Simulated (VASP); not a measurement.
Write the native input for VASP 6.6.1 that does the following.

```
Task                   : single point
Functional             : PBEsol
Potentials or basis    : VASP PAW PBE potentials, release 64 (Zn, Mg, O)
Cutoff                 : 520 eV
k mesh                 : 2 × 2 × 2, shifted
Occupations            : gaussian, width 0.02 eV
Spin                   : no spin polarisation
Dipole correction      : no
Further INCAR settings : LREAL = Auto; ALGO = Normal; EDIFF = 1e-06; NBANDS = 91
```

The structure of Mg15ZnO16 (a cell with a defect) lies in POSCAR:

```
Mg15ZnO16
1.0
    4.2140464123      4.2140464123      4.2140464123
   -4.2140464123     -4.2140464123      4.2140464123
    4.2140464123     -4.2140464123     -4.2140464123
Zn Mg O
1 15 16
Direct
    0.7500000000      0.2500000000      0.0000000000
   -0.0001495792      0.0001495792      0.0000000000
    0.7500000000      0.4998504208      0.7501495792
   -0.0001495792      0.2500000000      0.7501495792
    0.2502991583      0.0001495792      0.7501495792
    0.2500000000      0.7500000000      0.0000000000
    0.5001495792      0.4998504208      0.0000000000
    0.7500000000      0.0001495792      0.2498504208
    0.7500000000      0.7500000000      0.5000000000
   -0.0001495792      0.4998504208      0.4997008417
    0.2500000000      0.2500000000      0.5000000000
    0.5001495792      0.0001495792      0.5002991583
    0.5001495792      0.7502991583      0.7501495792
   -0.0001495792      0.7497008417      0.2498504208
    0.2497008417      0.4998504208      0.2498504208
    0.5001495792      0.2500000000      0.2498504208
    0.4974204405      0.2500000000      0.7474204405
    0.7500000000     -0.0025795595      0.7474204405
    0.5000000000      0.5000000000      0.5000000000
    0.7500000000      0.2500000000      0.5000000000
    0.0000000000      0.0000000000      0.5000000000
    0.0000000000      0.7500000000      0.7500000000
    0.2500000000      0.5000000000      0.7500000000
    0.4974204405     -0.0025795595      0.0000000000
    0.5000000000      0.7500000000      0.2500000000
    0.7500000000      0.5025795595      0.2525795595
    0.0025795595      0.2500000000      0.2525795595
    0.2500000000      0.0000000000      0.2500000000
    0.2500000000      0.7500000000      0.5000000000
    0.7500000000      0.7500000000      0.0000000000
    0.0025795595      0.5025795595      0.0000000000
    0.2500000000      0.2500000000      0.0000000000
```

The input as run:

INCAR

```
  PREC = Accurate
  ENCUT = 520
  EDIFF = 1E-6
  ISMEAR = 0
  SIGMA = 0.02
  LREAL = Auto
  LASPH = T
  NELM = 100
  ALGO = Normal
  ISIF = 2
  LWAVE = F
  LCHARG = F
  GGA = PS
  NBANDS = 91
```

KPOINTS

```
Automatic mesh
0
Gamma
  2 2 2
  0.5 0.5 0.5
```

Potentials or basis: VASP PAW PBE potentials, release 64 (Zn, Mg, O).

The run is started by

```bash
$ cat potpaw_PBE.64/Zn/POTCAR potpaw_PBE.64/Mg/POTCAR potpaw_PBE.64/O/POTCAR > POTCAR
$ mpirun -np 1 vasp_std > vasp.out
```

It gave:

```
Pressure               : 0.0 GPa
Largest force          : 0.049 eV/Å
Band gap on the k mesh : 5.42 eV
```

Caveat: the PAW data sets were made with another functional, which shifts forces and pressure a little.

Run time: 4.4 min on 1 thread of AMD EPYC 7R13 Processor (Zen 3) (shared host), peak memory 0.37 GiB.
